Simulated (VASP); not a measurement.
Wanted: the native input for a VASP 6.6.1 run.

```
Task                   : relaxation of cell and atoms
Functional             : PBE
Potentials or basis    : VASP PAW PBE potentials, release 64 (Pt)
Cutoff                 : 600 eV
k mesh                 : 26 × 26 × 26
Occupations            : gaussian, width 0.1 eV
Spin                   : no spin polarisation
Dipole correction      : no
Further INCAR settings : ALGO = Normal; EDIFF = 1e-07; IBRION = 2; EDIFFG = -0.01; NSW = 100; ISIF = 3
```

The structure of Pt lies in POSCAR:

```
Pt
1.0
   -1.6987576149      1.6987576149      1.3714464363
    1.6987576149     -1.6987576149      1.3714464363
    1.6987576149      1.6987576149     -1.3714464363
Pt
1
Direct
    0.5000000000      0.5000000000      0.0000000000
```

The input as run:

INCAR

```
SYSTEM = Pt
  PREC = Accurate
  ENCUT = 600
  EDIFF = 1E-7
  ISMEAR = 0
  SIGMA = 0.1
  LREAL = .FALSE.
  LASPH = .TRUE.
  NELM = 100
  ALGO = Normal
  ISIF = 3
  LWAVE = .FALSE.
  LCHARG = .FALSE.
  GGA = PE
  IBRION = 2
  NSW = 100
  EDIFFG = -0.01
```

KPOINTS

```
regular mesh
0
G
  26 26 26
  0 0 0
```

Potentials or basis: VASP PAW PBE potentials, release 64 (Pt).

Run with:

```console
$ cat potpaw_PBE.64/Pt/POTCAR > POTCAR
$ mpirun -np 1 vasp_std > vasp.out
```

Results of the run:

- Relaxed volume: 15.79 Å³/atom
- Relaxed cell: a = 2.765 Å, b = 2.765 Å, c = 2.765 Å, α = 104.15°, β = 104.15°, γ = 120.73°
- Space group after relaxing (to 0.05 Å): I4/mmm (No. 139)
- Energy gained by relaxing: 0.2 meV/atom
- Ionic steps: 5
- Pressure after relaxing: 0.0 GPa
- Band gap on the k mesh: zero (band 5 reaches 11.09 eV, above the bottom of band 6 at 9.03 eV)

Caveat: spin-orbit coupling is left out, which moves the levels of the heavy elements.

Wall time 2.5 min on 1 thread of Intel(R) Xeon(R) 6975P-C (Granite Rapids), with other jobs on the host, peak memory 0.39 GiB.
